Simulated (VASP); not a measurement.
Set up this calculation in VASP 6.6.1, as the native input.

```
Task                   : relaxation of cell and atoms
Functional             : PBE
Potentials or basis    : VASP PAW PBE potentials, release 64 (Cs_sv, Cd, Cl)
Cutoff                 : 600 eV
k mesh                 : 12 × 12 × 6
Occupations            : gaussian, width 0.1 eV
Spin                   : no spin polarisation
Dipole correction      : no
Further INCAR settings : ALGO = Normal; EDIFF = 1e-06; IBRION = 2; EDIFFG = -0.01; NSW = 100; ISIF = 3
```

The structure of CsCdCl2 lies in POSCAR:

```
CsCdCl2
1.0
    3.9312913184      0.0000000000      0.0000000000
    0.0000000000      3.9312913184      0.0000000000
    0.0000000000      0.0000000000      7.8947236484
Cs Cd Cl
1 1 2
Direct
    0.0000000000      0.0000000000      0.5000000000
    0.0000000000      0.0000000000      0.0000000000
    0.5000000000      0.5000000000      0.2204170207
    0.5000000000      0.5000000000      0.7795829793
```

These files were run (other wordings do the same):

INCAR

```
SYSTEM = CsCdCl2
ALGO = Normal
EDIFF = 1E-6
EDIFFG = -0.01
ENCUT = 600
GGA = PE
IBRION = 2
ISIF = 3
ISMEAR = 0
LASPH = .TRUE.
LCHARG = .FALSE.
LREAL = .FALSE.
LWAVE = .FALSE.
NELM = 100
NSW = 100
PREC = Accurate
SIGMA = 0.1
```

KPOINTS

```
k-points
0
G
  12 12 6
  0 0 0
```

Potentials or basis: VASP PAW PBE potentials, release 64 (Cs_sv, Cd, Cl).

Run with:

```console
$ cat potpaw_PBE.64/Cs_sv/POTCAR potpaw_PBE.64/Cd/POTCAR potpaw_PBE.64/Cl/POTCAR > POTCAR
$ mpirun -np 1 vasp_std > vasp.out
```

Results of the run:

```yaml
Relaxed_volume: 30.65 Å³/atom
Relaxed_cell: a = 3.954 Å, b = 3.954 Å, c = 7.841 Å, α = 90.00°, β = 90.00°, γ = 90.00°
Space_group_after_relaxing_to_0.1_Å: P4/mmm (No. 123)
Energy_gained_by_relaxing: 0.7 meV/atom
Ionic_steps: 7
Pressure_after_relaxing: 0.0 GPa
Largest_force_after_relaxing: 0.008 eV/Å
Band_gap_on_the_k_mesh: zero (an odd number of electrons rules out a gap without spin polarisation)
```

Caveat: spin-orbit coupling is left out, which moves the levels of the heavy elements; an odd number of electrons without spin polarisation forces a metal; a magnetic or distorted state may lie lower.

Wall time 5.5 min on 1 thread of Intel(R) Xeon(R) 6975P-C (Granite Rapids) (shared host), peak memory 0.53 GiB.
